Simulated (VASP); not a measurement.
# ZnInGaO4 (R3m) in VASP: single point with PBE

Aim: the single point of ZnInGaO4 with PBE.

All numbers are computed with VASP 6.6.1; they aren't measurements. Logs are shortened: lines on timing, memory, paths and dates and some standing lists are left out, and cuts for length are marked.

## (1) The cell of the first run

The structure is trigonal, space group R3m (No. 160). Conventional cell: a = 3.361 Å, b = 3.361 Å, c = 26.140 Å, α = 90.00°, β = 90.00°, γ = 120.00°. Within 2.7 Å of Zn (site symmetry 3m) lie 5 O at 2.01 to 2.53 Å. Within 3.0 Å of In (site symmetry 3m) lie 7 O at 2.16 to 2.96 Å. Within 2.6 Å of Ga (site symmetry 3m) lie 5 O at 1.94 to 2.00 Å. O (site symmetry 3m) has 1 Zn at 2.01 Å and 3 In at 2.29 Å within 2.7 Å. O (site symmetry 3m) has 1 Ga at 1.98 Å and 3 In at 2.16 Å within 2.6 Å. Within 2.6 Å of O (site symmetry 3m) lie 3 Ga at 1.94 Å and 1 Zn at 2.53 Å. Within 2.8 Å of O (site symmetry 3m) lie 1 Ga at 2.00 Å and 3 Zn at 2.02 Å and 3 O at 2.76 Å.

## (2) Single point, PBE (atom 2 (In) moved +0.150 Å along Cartesian [0 0 1])

Input file INCAR:

```
SYSTEM = ZnInGaO4
PREC     = Accurate       ! precision mode
ENCUT    = 520            ! plane-wave cutoff, eV
EDIFF    = 1E-7           ! SCF threshold, eV
ISMEAR   = 0              ! smearing method
SIGMA    = 0.05           ! smearing width, eV
LREAL    = .FALSE.        ! projectors in reciprocal space
LASPH    = .TRUE.         ! aspherical terms in the spheres
NELM     = 60             ! most SCF steps
ALGO     = Normal         ! electronic algorithm
ISIF     = 2              ! what is computed and relaxed
LWAVE    = .FALSE.        ! write WAVECAR
LCHARG   = .FALSE.        ! write CHGCAR
GGA      = PE             ! functional
NBANDS   = 40             ! bands
```

Input file KPOINTS:

```
Automatic mesh
0
G
  12 12 12
  0 0 0
```

Input file POSCAR:

```
ZnInGaO4
1.0
    1.6803268679      0.9701371695      8.7134054620
   -1.6803268679      0.9701371695      8.7134054620
    0.0000000000     -1.9402743390      8.7134054620
Zn In Ga O
1 1 1 4
Direct
    0.2183820000      0.2183820000      0.2183820000
    0.0085062846      0.0085062846      0.0085062846
    0.7870340000      0.7870340000      0.7870340000
    0.2951430000      0.2951430000      0.2951430000
    0.7113580000      0.7113580000      0.7113580000
    0.1217170000      0.1217170000      0.1217170000
    0.8635990000      0.8635990000      0.8635990000
```

Potentials or basis: VASP PAW PBE potentials, release 64 (Zn, In_d, Ga_d, O).

Run with:

```console
$ cat potpaw_PBE.64/Zn/POTCAR potpaw_PBE.64/In_d/POTCAR potpaw_PBE.64/Ga_d/POTCAR potpaw_PBE.64/O/POTCAR > POTCAR
$ mpirun -np 1 vasp_std > vasp.out
```

OUTCAR:

```text
SYSTEM = ZnInGaO4
   PREC = Accurate
   ENCUT = 520
   EDIFF = 1E-7
   ISMEAR = 0
   LREAL = .FALSE.
   LASPH = .TRUE.
   NELM = 60
   ISIF = 2
   GGA = PE

 ion  position               nearest neighbor table
   1  0.218  0.218  0.218-   4 2.01   7 2.02   7 2.02   7 2.02
   2  0.009  0.009  0.009-   5 2.16   5 2.16   5 2.16   4 2.29   4 2.29   4 2.29   6 2.96
   3  0.787  0.787  0.787-   6 1.94   6 1.94   6 1.94   5 1.98   7 2.00
   4  0.295  0.295  0.295-   1 2.01   2 2.29   2 2.29   2 2.29
   5  0.711  0.711  0.711-   3 1.98   2 2.16   2 2.16   2 2.16
   6  0.122  0.122  0.122-   3 1.94   3 1.94   3 1.94   2 2.96
   7  0.864  0.864  0.864-   3 2.00   1 2.02   1 2.02   1 2.02

  LATTYP: Found a trigonal (rhomboedric) cell.
 ALAT       =     8.9268191007
 COS(alpha) =     0.9291362598

  Lattice vectors:

 A1 = (   1.6803268679,   0.9701371695,   8.7134054620)
 A2 = (  -1.6803268679,   0.9701371695,   8.7134054620)
 A3 = (   0.0000000000,  -1.9402743390,   8.7134054620)

Analysis of symmetry for initial positions (statically):
=====================================================================
 Subroutine PRICEL returns:
 Original cell was already a primitive cell.

 Routine SETGRP: Setting up the symmetry group for a
 trigonal (rhombohedral) supercell.

 Subroutine GETGRP returns: Found  6 space group operations
 (whereof  6 operations were pure point group operations)
 out of a pool of 12 trial point group operations.

The static configuration has the point symmetry C_3v.

Analysis of symmetry for dynamics (positions and initial velocities):
=====================================================================
 Subroutine PRICEL returns:
 Original cell was already a primitive cell.

 Routine SETGRP: Setting up the symmetry group for a
 trigonal (rhombohedral) supercell.

 Subroutine GETGRP returns: Found  6 space group operations
 (whereof  6 operations were pure point group operations)
 out of a pool of 12 trial point group operations.

The dynamic configuration has the point symmetry C_3v.

 Subroutine INISYM returns: Found  6 space group operations
 (whereof  6 operations are pure point group operations),
 and found     1 'primitive' translations

----------------------------------------------------------------------------------------

                                     Primitive cell

  volume of cell :      85.2248

  direct lattice vectors                    reciprocal lattice vectors
     1.680326868  0.970137169  8.713405462     0.297561153  0.171797012  0.038255230
    -1.680326868  0.970137169  8.713405462    -0.297561153  0.171797012  0.038255230
     0.000000000 -1.940274339  8.713405462     0.000000000 -0.343594023  0.038255230

  length of vectors
     8.926819101  8.926819101  8.926819101     0.345717103  0.345717103  0.345717103

  position of ions in fractional coordinates (direct lattice)
     0.218382000  0.218382000  0.218382000
     0.008506285  0.008506285  0.008506285
     0.787034000  0.787034000  0.787034000
     0.295143000  0.295143000  0.295143000
     0.711358000  0.711358000  0.711358000
     0.121717000  0.121717000  0.121717000
     0.863599000  0.863599000  0.863599000

  ion indices of the primitive-cell ions
   primitive index   ion index
                 1           1
                 2           2
                 3           3
                 4           4
                 5           5
                 6           6
                 7           7

----------------------------------------------------------------------------------------

 KPOINTS: Automatic mesh

Automatic generation of k-mesh.
 Grid dimensions read from file:
 generate k-points for:   12   12   12

 Generating k-lattice:

  Cartesian coordinates                     Fractional coordinates (reciprocal lattice)
     0.024796763  0.014316418  0.003187936     0.083333333  0.000000000  0.000000000
    -0.024796763  0.014316418  0.003187936     0.000000000  0.083333333  0.000000000
     0.000000000 -0.028632835  0.003187936     0.000000000  0.000000000  0.083333333

  Length of vectors
     0.028809759  0.028809759  0.028809759

  Shift w.r.t. Gamma in fractional coordinates (k-lattice)
     0.000000000  0.000000000  0.000000000

 Subroutine IBZKPT returns following result:
 ===========================================

 Found    189 irreducible k-points:

 Following reciprocal coordinates:
            Coordinates               Weight
  0.000000  0.000000  0.000000      1.000000
  0.083333  0.000000  0.000000      6.000000
  0.166667  0.000000  0.000000      6.000000
  0.250000  0.000000 -0.000000      6.000000
  0.333333 -0.000000 -0.000000      6.000000
  0.416667 -0.000000 -0.000000      6.000000
[... 16 lines left out ...]
  0.500000  0.166667  0.000000     12.000000
 -0.416667  0.166667  0.000000     12.000000
 [... further k-points ...]
   k-points           NKPTS =    189   k-points in BZ     NKDIM =    189   number of bands    NBANDS=     40
   number of dos      NEDOS =    301   number of ions     NIONS =      7
   total plane-waves  NPLWV = 343000
   dimension x,y,z NGX =    70 NGY =   70 NGZ =   70
   dimension x,y,z NGXF=   140 NGYF=  140 NGZF=  140
   ions per type =               1   1   1   4
   NGX,Y,Z   is equivalent  to a cutoff of  13.04, 13.04, 13.04 a.u.
   NGXF,Y,Z  is equivalent  to a cutoff of  26.07, 26.07, 26.07 a.u.
 SYSTEM =  ZnInGaO4
   PREC   = accura    normal or accurate (medium, high low for compatibility)
   ISTART =      0    job   : 0-new  1-cont  2-samecut
   ICHARG =      2    charge: 1-file 2-atom 10-const
   ISPIN  =      1    spin polarized calculation?
   LNONCOLLINEAR =      F non collinear calculations
   LSORBIT =      F    spin-orbit coupling
   LASPH  =      T    aspherical Exc in radial PAW
   ENCUT  =  520.0 eV  38.22 Ry    6.18 a.u.  16.60 16.60 16.60*2*pi/ulx,y,z
   NELM   =     60;   NELMIN=  2; NELMDL= -5     # of ELM steps
   EDIFF  = 0.1E-06   stopping-criterion for ELM
   LREAL  =      F    real-space projection
   EDIFFG = 0.1E-05   stopping-criterion for IOM
   NSW    =      0    number of steps for IOM
   IBRION =     -1    ionic relax: 0-MD 1-quasi-New 2-CG
   NFREE  =      0    steps in history (QN), initial steepest desc. (CG)
   ISIF   =      2    stress and relaxation
   ISYM   =      2    0-nonsym 1-usesym 2-fastsym
   POTIM  = 0.5000    time-step for ionic-motion
   TEBEG  =    0.0;   TEEND  =   0.0 temperature during run
   PSTRESS=    0.0 pullay stress
   NELECT =      62.0000    total number of electrons
   NUPDOWN=      -1.0000    fix difference up-down
   EMIN   =  10.00;   EMAX   =-10.00  energy-range for DOS
   EFERMI =   0.00;   METHOD = LEGACY
   ISMEAR =     0;   SIGMA  =   0.05  broadening in eV -4-tet -1-fermi 0-gaus
   EFERMI_NEDOS =   21; number of points for ismear=-14 and -15
   IALGO  =     38    algorithm
   IMIX   =      4    mixing-type and parameters
     AMIX     =   0.40;   BMIX     =  1.00
     AMIX_MAG =   1.60;   BMIX_MAG =  1.00
  volume/ion in A,a.u.               =      12.17        82.16
  Fermi-wavevector in a.u.,A,eV,Ry     =   1.472369  2.782374 29.495673  2.167871
  Thomas-Fermi vector in A             =   2.587392
   LORBIT       =      0    0 simple, 1 ext, 2 COOP (PROOUT), +10 PAW based schemes
   GGA     = PE    functional components
   LHFCALC =     F    Hartree Fock is set to
   AEXX    =    0.0000 exact exchange contribution
   IVDW    =     0    specifies the selected vdW correction
   LEPSILON=     F    determine dielectric tensor
   LRPA    =     F    only Hartree local field effects (RPA)
 non-spin polarized calculation
 Gauss-broadening in eV      SIGMA  =   0.05
  energy-cutoff  :      520.00
  volume of cell :       85.22
 maximum number of plane-waves:      2312
 NGX is ok and might be reduce to    70
   NGX = 33   NGY = 33   NGZ = 33

 number of electron      61.9999997 magnetization

 Free energy of the ion-electron system (eV)
  ---------------------------------------------------
  ext. energy  EPLUGINS =         0.00000000
  ---------------------------------------------------
  free energy    TOTEN  =       -37.63665904 eV

  energy without entropy =      -37.63665904  energy(sigma->0) =      -37.63665904

 E-fermi :   4.0277     XC(G=0): -11.0049

 val. band max:        3.7324210775   @ k =   0.0000   0.0000   0.0000
 cond. band min:       4.6280419106   @ k =   0.0000   0.0000   0.0000
 fundamental gap:      0.8956208331
 Fermi energy:         4.0276521098

 k-point     1 :       0.0000    0.0000    0.0000
  band No.  band energies     occupation
      1     -15.2606      2.00000
      2     -14.3984      2.00000
      3     -13.3813      2.00000
      4     -12.5238      2.00000
      5     -10.0560      2.00000
      6     -10.0560      2.00000
[... 32 lines left out ...]
     39      15.5825      0.00000
     40      15.5842      0.00000

 k-point     2 :       0.0833    0.0000    0.0000
  band No.  band energies     occupation
      1     -15.2207      2.00000
      2     -14.3799      2.00000
      3     -13.3638      2.00000
      4     -12.5377      2.00000
      5     -10.0443      2.00000
      6     -10.0418      2.00000
[... 32 lines left out ...]
     39      15.1943      0.00000
     40      15.6914      0.00000

 k-point     3 :       0.1667    0.0000    0.0000
  band No.  band energies     occupation
      1     -15.1092      2.00000
      2     -14.3348      2.00000
      3     -13.3161      2.00000
      4     -12.5652      2.00000
      5     -10.0056      2.00000
      6     -10.0027      2.00000
[... 32 lines left out ...]
     39      14.7375      0.00000
     40      15.3223      0.00000

 k-point     4 :       0.2500    0.0000   -0.0000
  band No.  band energies     occupation
      1     -14.9496      2.00000
      2     -14.2895      2.00000
      3     -13.2505      2.00000
      4     -12.5771      2.00000
      5      -9.9481      2.00000
      6      -9.9330      2.00000
[... 32 lines left out ...]
     39      14.7130      0.00000
     40      15.1295      0.00000
[... 772 lines left out ...]
     39      14.5951      0.00000
     40      14.7645      0.00000

 k-point    23 :       0.5000    0.1667    0.0000
  band No.  band energies     occupation
      1     -14.5780      2.00000
      2     -14.2876      2.00000
      3     -13.1159      2.00000
      4     -12.5295      2.00000
      5      -9.8594      2.00000
      6      -9.7509      2.00000
[... 32 lines left out ...]
     39      14.3648      0.00000
     40      14.5477      0.00000

 k-point    24 :      -0.4167    0.1667    0.0000
  band No.  band energies     occupation
      1     -14.5189      2.00000
      2     -14.3071      2.00000
      3     -13.0998      2.00000
      4     -12.5166      2.00000
      5      -9.8421      2.00000
      6      -9.7547      2.00000
[... 32 lines left out ...]
     39      14.2742      0.00000
     40      14.4881      0.00000

 [... further k-points ...]
[... 5 lines left out ...]
  --------------------------------------------------------------------------------------
  -------------------------------------------------------------------------------------
  Total        0.8416062      0.8416062     -0.5418241      0.0000000      0.0000000      0.0000000
  in kB       15.8217099     15.8217099    -10.1859803      0.0000000      0.0000000      0.0000000
  external PRESSURE =       7.1524799 kB  Pullay stress =       0.0000000 kB

 VOLUME and BASIS-vectors are now :
 -----------------------------------------------------------------------------
  energy-cutoff  :      520.00
  volume of cell :       85.22
      direct lattice vectors                 reciprocal lattice vectors
     1.680326868  0.970137169  8.713405462     0.297561153  0.171797012  0.038255230
    -1.680326868  0.970137169  8.713405462    -0.297561153  0.171797012  0.038255230
     0.000000000 -1.940274339  8.713405462     0.000000000 -0.343594023  0.038255230

 POSITION                                       TOTAL-FORCE (eV/Angst)
 -----------------------------------------------------------------------------------
      0.00000      0.00000      5.70855         0.000000      0.000000      0.602519
      0.00000      0.00000      0.22236         0.000000      0.000000     -2.368141
      0.00000      0.00000     20.57324         0.000000      0.000000      0.702839
      0.00000      0.00000      7.71510         0.000000     -0.000000      0.915671
      0.00000      0.00000     18.59505         0.000000     -0.000000      0.993090
      0.00000      0.00000      3.18171         0.000000     -0.000000     -0.433912
      0.00000      0.00000     22.57466         0.000000      0.000000     -0.412066
 -----------------------------------------------------------------------------------
    total drift:                               -0.000000      0.000000      0.001767

  FREE ENERGIE OF THE ION-ELECTRON SYSTEM (eV)
  ---------------------------------------------------
  free  energy   TOTEN  =       -37.6366590436 eV

  energy  without entropy=      -37.6366590436  energy(sigma->0) =      -37.63665904
```

Wall time 1.6 h (1 thread of Intel Xeon 8259CL, shared host); peak memory 1.2 GiB.

What came out:

```
Free energy            : -37.6367 eV
Pressure               : 0.7 GPa
Largest force          : 2.368 eV/Å
Band gap on the k mesh : 0.90 eV
```

Forces in eV/Å, atoms in the order of the input:
```
Zn   0.000  0.000  0.603
In   0.000  0.000 -2.368
Ga   0.000  0.000  0.703
O    0.000  0.000  0.916
O    0.000  0.000  0.993
O    0.000  0.000 -0.434
O    0.000  0.000 -0.412
```

Stress tensor (GPa, compression positive):
```
 1.58  0.00  0.00
 0.00  1.58  0.00
 0.00  0.00 -1.02
```

Caveat: the cell differs from its parent crystal (atom 2 (In) moved +0.150 Å along Cartesian [0 0 1]); spin-orbit coupling is left out, which moves the levels of the heavy elements; forces of over 1 eV/Å act on the atoms, so gaps and moduli don't describe the material at rest. A k mesh can miss the band edges.
